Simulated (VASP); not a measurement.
# ZrTaS3 (Pm-3m) in VASP: notebook

Runs on ZrTaS3. Level: PBE. Tasks: single point, relaxation of cell and atoms.

Everything below comes from runs of VASP 6.6.1. Logs are shortened: lines on timing, memory, paths and dates and some standing lists are left out, and cuts for length are marked.

## 1. The cell of the first run

The structure is cubic, space group Pm-3m (No. 221). The conventional cell has a = 4.745 Å, b = 4.745 Å, c = 4.745 Å, α = 90.00°, β = 90.00°, γ = 90.00°. Zr (site symmetry m-3m) has 12 S at 3.36 Å and 8 Ta at 4.11 Å within 4.4 Å. Ta (site symmetry m-3m) has 6 S at 2.37 Å within 3.1 Å. S (site symmetry 4/mmm) has 2 Ta at 2.37 Å within 3.1 Å.

The cell was generated, and may not be a known phase.

## 2. Single point, PBE, collinear spin

INCAR

```
SYSTEM = ZrTaS3
  ALGO = Normal
  EDIFF = 1E-6
  ENCUT = 520
  GGA = PE
  ISIF = 2
  ISMEAR = 0
  ISPIN = 2
  LASPH = .True.
  LCHARG = .False.
  LMAXMIX = 4
  LORBIT = 11
  LREAL = .False.
  LWAVE = .False.
  MAGMOM = 0 1 0 0 0
  NBANDS = 32
  NELM = 150
  PREC = Accurate
  SIGMA = 0.1
```

KPOINTS

```
k-points
0
Gamma
  4 4 4
  0 0 0
```

POSCAR

```
ZrTaS3
1.0
    4.7448562536      0.0000000000      0.0000000000
    0.0000000000      4.7448562536      0.0000000000
    0.0000000000      0.0000000000      4.7448562536
Zr Ta S
1 1 3
Direct
    0.0000000000      0.0000000000      0.0000000000
    0.5000000000      0.5000000000      0.5000000000
    0.0000000000      0.5000000000      0.5000000000
    0.5000000000      0.0000000000      0.5000000000
    0.5000000000      0.5000000000      0.0000000000
```

Potentials or basis: VASP PAW PBE potentials, release 64 (Zr_sv, Ta_pv, S).

Run with:

```bash
$ cat potpaw_PBE.64/Zr_sv/POTCAR potpaw_PBE.64/Ta_pv/POTCAR potpaw_PBE.64/S/POTCAR > POTCAR
$ mpirun -np 1 vasp_std > vasp.out
```

OUTCAR:

```text
SYSTEM = ZrTaS3
   EDIFF = 1E-6
   ENCUT = 520
   GGA = PE
   ISIF = 2
   ISMEAR = 0
   ISPIN = 2
   LASPH = .True.
   LORBIT = 11
   LREAL = .False.
   NELM = 150
   PREC = Accurate

 ion  position               nearest neighbor table
   1  0.000  0.000  0.000-
   2  0.500  0.500  0.500-   3 2.37   4 2.37   5 2.37   5 2.37   4 2.37   3 2.37
   3  0.000  0.500  0.500-   2 2.37   2 2.37
   4  0.500  0.000  0.500-   2 2.37   2 2.37
   5  0.500  0.500  0.000-   2 2.37   2 2.37

  LATTYP: Found a simple cubic cell.
 ALAT       =     4.7448562536

  Lattice vectors:

 A1 = (   4.7448562536,   0.0000000000,   0.0000000000)
 A2 = (   0.0000000000,   4.7448562536,   0.0000000000)
 A3 = (   0.0000000000,   0.0000000000,   4.7448562536)

Analysis of symmetry for initial positions (statically):
=====================================================================
 Subroutine PRICEL returns:
 Original cell was already a primitive cell.

 Routine SETGRP: Setting up the symmetry group for a
 simple cubic supercell.

 Subroutine GETGRP returns: Found 48 space group operations
 (whereof 48 operations were pure point group operations)
 out of a pool of 48 trial point group operations.

The static configuration has the point symmetry O_h .

Analysis of symmetry for dynamics (positions and initial velocities):
=====================================================================
 Subroutine PRICEL returns:
 Original cell was already a primitive cell.

 Routine SETGRP: Setting up the symmetry group for a
 simple cubic supercell.

 Subroutine GETGRP returns: Found 48 space group operations
 (whereof 48 operations were pure point group operations)
 out of a pool of 48 trial point group operations.

The dynamic configuration has the point symmetry O_h .

Analysis of structural, dynamic, and magnetic symmetry:
=====================================================================
 Subroutine PRICEL returns:
 Original cell was already a primitive cell.

 Routine SETGRP: Setting up the symmetry group for a
 simple cubic supercell.

 Subroutine GETGRP returns: Found 48 space group operations
 (whereof 48 operations were pure point group operations)
 out of a pool of 48 trial point group operations.

The overall configuration has the point symmetry O_h .

 Subroutine INISYM returns: Found 48 space group operations
 (whereof 48 operations are pure point group operations),
 and found     1 'primitive' translations

----------------------------------------------------------------------------------------

                                     Primitive cell

  volume of cell :     106.8241

  direct lattice vectors                    reciprocal lattice vectors
     4.744856254  0.000000000  0.000000000     0.210754541  0.000000000  0.000000000
     0.000000000  4.744856254  0.000000000     0.000000000  0.210754541  0.000000000
     0.000000000  0.000000000  4.744856254     0.000000000  0.000000000  0.210754541

  length of vectors
     4.744856254  4.744856254  4.744856254     0.210754541  0.210754541  0.210754541

  position of ions in fractional coordinates (direct lattice)
     0.000000000  0.000000000  0.000000000
     0.500000000  0.500000000  0.500000000
     0.000000000  0.500000000  0.500000000
     0.500000000  0.000000000  0.500000000
     0.500000000  0.500000000  0.000000000

  ion indices of the primitive-cell ions
   primitive index   ion index
                 1           1
                 2           2
                 3           3
                 4           4
                 5           5

----------------------------------------------------------------------------------------

 KPOINTS: k-points

Automatic generation of k-mesh.
 Grid dimensions read from file:
 generate k-points for:    4    4    4

 Generating k-lattice:

  Cartesian coordinates                     Fractional coordinates (reciprocal lattice)
     0.052688635  0.000000000  0.000000000     0.250000000  0.000000000  0.000000000
     0.000000000  0.052688635  0.000000000     0.000000000  0.250000000  0.000000000
     0.000000000  0.000000000  0.052688635     0.000000000  0.000000000  0.250000000

  Length of vectors
     0.052688635  0.052688635  0.052688635

  Shift w.r.t. Gamma in fractional coordinates (k-lattice)
     0.000000000  0.000000000  0.000000000

 Subroutine IBZKPT returns following result:
 ===========================================

 Found     10 irreducible k-points:

 Following reciprocal coordinates:
            Coordinates               Weight
  0.000000  0.000000  0.000000      1.000000
  0.250000  0.000000  0.000000      6.000000
  0.500000  0.000000  0.000000      3.000000
  0.250000  0.250000  0.000000     12.000000
  0.500000  0.250000  0.000000     12.000000
  0.500000  0.500000  0.000000      3.000000
  0.250000  0.250000  0.250000      8.000000
  0.500000  0.250000  0.250000     12.000000
  0.500000  0.500000  0.250000      6.000000
  0.500000  0.500000  0.500000      1.000000
   k-points           NKPTS =     10   k-points in BZ     NKDIM =     10   number of bands    NBANDS=     32
   number of dos      NEDOS =    301   number of ions     NIONS =      5
   total plane-waves  NPLWV =  46656
   dimension x,y,z NGX =    36 NGY =   36 NGZ =   36
   dimension x,y,z NGXF=    72 NGYF=   72 NGZF=   72
   ions per type =               1   1   3
   NGX,Y,Z   is equivalent  to a cutoff of  12.61, 12.61, 12.61 a.u.
   NGXF,Y,Z  is equivalent  to a cutoff of  25.23, 25.23, 25.23 a.u.
 SYSTEM =  ZrTaS3
   PREC   = accura    normal or accurate (medium, high low for compatibility)
   ISTART =      0    job   : 0-new  1-cont  2-samecut
   ICHARG =      2    charge: 1-file 2-atom 10-const
   ISPIN  =      2    spin polarized calculation?
   LNONCOLLINEAR =      F non collinear calculations
   LSORBIT =      F    spin-orbit coupling
   LASPH  =      T    aspherical Exc in radial PAW
   ENCUT  =  520.0 eV  38.22 Ry    6.18 a.u.   8.82  8.82  8.82*2*pi/ulx,y,z
   NELM   =    150;   NELMIN=  2; NELMDL= -5     # of ELM steps
   EDIFF  = 0.1E-05   stopping-criterion for ELM
   LREAL  =      F    real-space projection
   EDIFFG = 0.1E-04   stopping-criterion for IOM
   NSW    =      0    number of steps for IOM
   IBRION =     -1    ionic relax: 0-MD 1-quasi-New 2-CG
   NFREE  =      0    steps in history (QN), initial steepest desc. (CG)
   ISIF   =      2    stress and relaxation
   ISYM   =      2    0-nonsym 1-usesym 2-fastsym
   POTIM  = 0.5000    time-step for ionic-motion
   TEBEG  =    0.0;   TEEND  =   0.0 temperature during run
   PSTRESS=    0.0 pullay stress
   NELECT =      41.0000    total number of electrons
   NUPDOWN=      -1.0000    fix difference up-down
   EMIN   =  10.00;   EMAX   =-10.00  energy-range for DOS
   EFERMI =   0.00;   METHOD = LEGACY
   ISMEAR =     0;   SIGMA  =   0.10  broadening in eV -4-tet -1-fermi 0-gaus
   EFERMI_NEDOS =   21; number of points for ismear=-14 and -15
   IALGO  =     38    algorithm
   IMIX   =      4    mixing-type and parameters
     AMIX     =   0.40;   BMIX     =  1.00
     AMIX_MAG =   1.60;   BMIX_MAG =  1.00
  volume/ion in A,a.u.               =      21.36       144.18
  Fermi-wavevector in a.u.,A,eV,Ry     =   1.189724  2.248253 19.258289  1.415444
  Thomas-Fermi vector in A             =   2.325825
   LORBIT       =     11    0 simple, 1 ext, 2 COOP (PROOUT), +10 PAW based schemes
   GGA     = PE    functional components
   LHFCALC =     F    Hartree Fock is set to
   AEXX    =    0.0000 exact exchange contribution
   IVDW    =     0    specifies the selected vdW correction
   LEPSILON=     F    determine dielectric tensor
   LRPA    =     F    only Hartree local field effects (RPA)
 spin polarized calculation
 Gauss-broadening in eV      SIGMA  =   0.10
  energy-cutoff  :      520.00
  volume of cell :      106.82
 maximum number of plane-waves:      2897
 NGX is ok and might be reduce to    36
   NGX = 17   NGY = 17   NGZ = 17

 number of electron      41.0000010 magnetization      -0.0023112

 number of electron      41.0000010 magnetization       0.0039332

 Free energy of the ion-electron system (eV)
  ---------------------------------------------------
  ext. energy  EPLUGINS =         0.00000000
  ---------------------------------------------------
  free energy    TOTEN  =       -33.92389101 eV

  energy without entropy =      -33.87721106  energy(sigma->0) =      -33.90055103

 E-fermi :   6.7624     XC(G=0): -10.2628

 val. band max:        6.7527386638   @ k =   0.5000   0.2500   0.0000
 cond. band min:       6.8000643314   @ k =   0.5000   0.2500   0.0000
 fundamental gap:      0.0473256676
 Fermi energy:         6.7624229033

 spin component 1

 k-point     1 :       0.0000    0.0000    0.0000
  band No.  band energies     occupation
      1     -44.2682      1.00000
      2     -29.0323      1.00000
      3     -29.0323      1.00000
      4     -29.0323      1.00000
      5     -22.2083      1.00000
      6     -22.2083      1.00000
[... 339 lines left out ...]
     31      12.9034      0.00000
     32      14.3503      0.00000
 Fermi energy:         6.7624229033

 spin component 2

 k-point     1 :       0.0000    0.0000    0.0000
  band No.  band energies     occupation
      1     -44.2673      1.00000
      2     -29.0315      1.00000
      3     -29.0315      1.00000
      4     -29.0315      1.00000
      5     -22.2072      1.00000
      6     -22.2072      1.00000
[... 339 lines left out ...]
     31      12.9042      0.00000
     32      14.3505      0.00000

------------------------ aborting loop because EDIFF is reached ----------------------------------------

  FORCE on cell =-STRESS in cart. coord.  units (eV):
  Direction    XX          YY          ZZ          XY          YZ          ZX
  --------------------------------------------------------------------------------------
  -------------------------------------------------------------------------------------
  Total       -1.1463486     -1.1463486     -1.1463486      0.0000000      0.0000000     -0.0000000
  in kB      -17.1932554    -17.1932554    -17.1932554      0.0000000      0.0000000     -0.0000000
  external PRESSURE =     -17.1932554 kB  Pullay stress =       0.0000000 kB

 VOLUME and BASIS-vectors are now :
 -----------------------------------------------------------------------------
  energy-cutoff  :      520.00
  volume of cell :      106.82
      direct lattice vectors                 reciprocal lattice vectors
     4.744856254  0.000000000  0.000000000     0.210754541  0.000000000  0.000000000
     0.000000000  4.744856254  0.000000000     0.000000000  0.210754541  0.000000000
     0.000000000  0.000000000  4.744856254     0.000000000  0.000000000  0.210754541

 POSITION                                       TOTAL-FORCE (eV/Angst)
 -----------------------------------------------------------------------------------
      0.00000      0.00000      0.00000         0.000000      0.000000      0.000000
      2.37243      2.37243      2.37243         0.000000      0.000000      0.000000
      0.00000      2.37243      2.37243         0.000000      0.000000      0.000000
      2.37243      0.00000      2.37243         0.000000      0.000000      0.000000
      2.37243      2.37243      0.00000         0.000000      0.000000      0.000000
 -----------------------------------------------------------------------------------
    total drift:                                0.000000      0.000000      0.000000

  FREE ENERGIE OF THE ION-ELECTRON SYSTEM (eV)
  ---------------------------------------------------
  free  energy   TOTEN  =       -33.9238910051 eV

  energy  without entropy=      -33.8772110620  energy(sigma->0) =      -33.90055103

 total charge

# of ion       s       p       d       tot
------------------------------------------
    1        2.070   5.899   1.513   9.482
    2        0.307   6.234   2.378   8.920
    3        1.338   2.415   0.000   3.753
    4        1.338   2.415   0.000   3.753
    5        1.338   2.415   0.000   3.753
--------------------------------------------------
tot          6.392  19.379   3.891  29.662

 magnetization (x)

# of ion       s       p       d       tot
------------------------------------------
    1        0.000   0.000   0.002   0.002
    2        0.000   0.000   0.001   0.001
    3        0.000  -0.000   0.000  -0.000
    4        0.000  -0.000   0.000  -0.000
    5        0.000  -0.000   0.000  -0.000
--------------------------------------------------
tot          0.000  -0.000   0.003   0.003
```

Run time: 3.2 min. Hardware: 1 thread of Intel Xeon 8259CL, shared host; peak memory 0.27 GiB.

What came out:

* Free energy: -33.9239 eV
* Pressure: -1.7 GPa
* Net moment: 0.00 μB per cell
* Valence electrons inside the program's atomic spheres: Zr 9.48; Ta 8.92; S 3.75

Levels at points of the mesh, in eV from the Fermi level:
Spin up:
| k point | band 17 | band 18 | band 19 | band 20 | band 21 | band 22 | band 23 | band 24 |
| --- | --- | --- | --- | --- | --- | --- | --- | --- |
| (0.00, 0.00, 0.00) | -1.97 | -1.97 | -1.97 | -1.83 | -1.83 | -1.83 | -0.80 | -0.80 |
| (0.50, 0.00, 0.00) | -3.98 | -2.42 | -2.42 | -1.43 | -0.16 | 0.16 | 0.98 | 1.29 |
| (0.50, 0.50, 0.00) | -3.86 | -3.86 | -1.70 | -0.06 | 0.17 | 0.72 | 0.72 | 0.99 |
| (0.50, 0.50, 0.50) | -1.36 | -1.36 | -1.36 | -0.21 | 0.05 | 0.05 | 0.05 | 0.38 |
Spin down:
| k point | band 16 | band 17 | band 18 | band 19 | band 20 | band 21 | band 22 | band 23 | band 24 | band 25 |
| --- | --- | --- | --- | --- | --- | --- | --- | --- | --- | --- |
| (0.00, 0.00, 0.00) | -2.86 | -1.97 | -1.97 | -1.97 | -1.82 | -1.82 | -1.82 | -0.80 | -0.80 | -0.30 |
| (0.50, 0.00, 0.00) | -4.70 | -3.98 | -2.42 | -2.42 | -1.43 | -0.16 | 0.16 | 0.98 | 1.29 | 1.29 |
| (0.50, 0.50, 0.00) | -3.90 | -3.86 | -3.86 | -1.70 | -0.06 | 0.17 | 0.72 | 0.72 | 0.99 | 1.58 |
| (0.50, 0.50, 0.50) | -6.05 | -1.36 | -1.36 | -1.36 | -0.21 | 0.05 | 0.05 | 0.05 | 0.38 | 0.38 |

Caveat: spin-orbit coupling is left out, which moves the levels of the heavy elements.

## 3. Single point, PBE, collinear spin

This run uses another cell than the first one, of 22.70 Å³/atom.

INCAR

```
SYSTEM = ZrTaS3
ALGO = Normal
EDIFF = 1E-6
ENCUT = 520
GGA = PE
ISIF = 2
ISMEAR = 0
ISPIN = 2
LASPH = .TRUE.
LCHARG = .FALSE.
LMAXMIX = 4
LORBIT = 11
LREAL = .FALSE.
LWAVE = .FALSE.
MAGMOM = 0 1 0 0 0
NBANDS = 32
NELM = 150
PREC = Accurate
SIGMA = 0.1
```

KPOINTS

```
k-points
0
G
  4 4 4
  0 0 0
```

POSCAR, as its differences from that of step 2:

```diff
@@ -2,5 +2,5 @@
 1.0
-    4.7448562536      0.0000000000      0.0000000000
-    0.0000000000      4.7448562536      0.0000000000
-    0.0000000000      0.0000000000      4.7448562536
+    4.8420579300      0.0000000000      0.0000000000
+    0.0000000000      4.8420579300      0.0000000000
+    0.0000000000      0.0000000000      4.8420579300
 Zr Ta S
```

Potentials or basis: VASP PAW PBE potentials, release 64 (Zr_sv, Ta_pv, S).

Run with:

```bash
$ cat potpaw_PBE.64/Zr_sv/POTCAR potpaw_PBE.64/Ta_pv/POTCAR potpaw_PBE.64/S/POTCAR > POTCAR
$ mpirun -np 1 vasp_std > vasp.out
```

It took 3 min on 1 thread of Intel Xeon 8259CL, shared host; peak memory 0.27 GiB.

It converged, with:

* Free energy: -33.7394 eV
* Pressure: -6.9 GPa
* Net moment: 0.02 μB per cell
* Valence electrons inside the program's atomic spheres: Zr 9.47; Ta 8.79; S 3.73

Levels at points of the mesh, in eV from the Fermi level:
Spin up:
| k point | band 17 | band 18 | band 19 | band 20 | band 21 | band 22 | band 23 | band 24 |
| --- | --- | --- | --- | --- | --- | --- | --- | --- |
| (0.00, 0.00, 0.00) | -1.99 | -1.99 | -1.99 | -1.64 | -1.64 | -1.64 | -0.69 | -0.69 |
| (0.50, 0.00, 0.00) | -3.72 | -2.40 | -2.40 | -1.29 | -0.12 | 0.14 | 0.87 | 1.15 |
| (0.50, 0.50, 0.00) | -3.67 | -3.67 | -1.65 | -0.05 | 0.14 | 0.64 | 0.64 | 0.87 |
| (0.50, 0.50, 0.50) | -1.36 | -1.36 | -1.36 | -0.16 | 0.02 | 0.02 | 0.02 | 0.34 |
Spin down:
```csv
k point,band 18,band 19,band 20,band 21,band 22,band 23
"(0.00, 0.00, 0.00)",-1.99,-1.99,-1.63,-1.63,-1.63,-0.70
"(0.50, 0.00, 0.00)",-2.39,-2.39,-1.28,-0.11,0.13,0.86
"(0.50, 0.50, 0.00)",-3.67,-1.65,-0.05,0.15,0.65,0.65
"(0.50, 0.50, 0.50)",-1.36,-1.36,-0.15,0.03,0.03,0.03
```

Caveat: the cell stands under tension; spin-orbit coupling is left out, which moves the levels of the heavy elements.

[end of part 1 of 2]
